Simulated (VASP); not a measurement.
C, 2 atoms in the cell. It takes space group Fmmm (No. 69, orthorhombic). Conventional cell: a = 2.514 Å, b = 4.352 Å, c = 6.929 Å, α = 90.00°, β = 90.00°, γ = 90.00°. C (site symmetry m2m) has 3 C at 1.35 to 1.68 Å within 1.8 Å.  This cell differs from its parent crystal: atoms shifted along a free coordinate.

| Property | Result |
| --- | --- |
| Program | VASP 6.6.1 |
| Task | single point |
| Functional | PBE |
| Dispersion | D3(BJ) |
| Potentials or basis | VASP PAW PBE potentials, release 64 (C) |
| Cutoff | 520 eV |
| k mesh | 16 × 16 × 16 |
| Occupations | gaussian, width 0.03 eV |
| Spin | no spin polarisation |
| Dipole correction | no |
| Further INCAR settings | ALGO = Normal; EDIFF = 1e-07; NBANDS = 11 |

Potentials or basis: VASP PAW PBE potentials, release 64 (C).

Launch:

```console
$ cat potpaw_PBE.64/C/POTCAR > POTCAR
$ mpirun -np 1 vasp_std > vasp.out
```

Hardware: 1 thread of Intel(R) Xeon(R) Platinum 8488C (Sapphire Rapids) (shared host).

Task: How long does it take, and how much memory?

Result: Wall time 82 s on 1 thread of Intel(R) Xeon(R) Platinum 8488C (Sapphire Rapids) (shared host), peak memory 0.23 GiB. Counts: scf iterations 13, k points 621.
